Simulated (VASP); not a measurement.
Runs of VASP 6.6.1 on Co. The structure is that of space group P6_3/mmc (No. 194), or close to it. The cells are those of the table. 

```tsv
potentials or basis	spin	cell	k mesh	cutoff (eV)	smearing	gap on the mesh (eV)	pressure (GPa)	moment (μB)
VASP PAW PBE potentials, release 64 (Co_sv)	off	a = 2.458, b = 2.458, c = 3.961 Å, angles 90.0, 90.0, 120.0°, 2 atoms	7 × 7 × 4	690	fermi-dirac 0.1 eV	none	(b)	-
VASP PAW PBE potentials, release 64 (Co_sv)	collinear, ferromagnetic start	a = 2.494, b = 2.494, c = 4.028 Å, angles 90.0, 90.0, 120.0°, 2 atoms	7 × 7 × 4	690	fermi-dirac 0.05 eV	none	(a)	3.17
VASP PAW PBE potentials, release 64 (Co_sv)	collinear, ferromagnetic start	a = 2.494, b = 2.494, c = 4.028 Å, angles 90.0, 90.0, 120.0°, 2 atoms	2 × 2 × 1	690	fermi-dirac 0.05 eV	none	-1.9	2.57
VASP PAW PBE potentials, release 64 (Co)	collinear, ferromagnetic start	a = 2.494, b = 2.494, c = 4.028 Å, angles 90.0, 90.0, 120.0°, 2 atoms	24 × 24 × 13	520	fermi-dirac 0.05 eV	none	-0.4	(c)
VASP PAW PBE potentials, release 64 (Co)	collinear, ferromagnetic start	a = 2.558, b = 2.558, c = 4.132 Å, angles 90.0, 90.0, 120.0°, 2 atoms	24 × 24 × 13	520	fermi-dirac 0.05 eV	none	-13.9	3.31
```

Alike in all rows: task single point; level PBE.

Question: Estimate the missing entries.

Answer: (a) -1.8; (b) -2.1; (c) 3.21.

Caveats: some runs use coarse meshes; the cell stands under tension (at least some runs).

A gap of «none» marks levels without a gap at the run's occupations.

The runs don't all hold the same shells in valence.
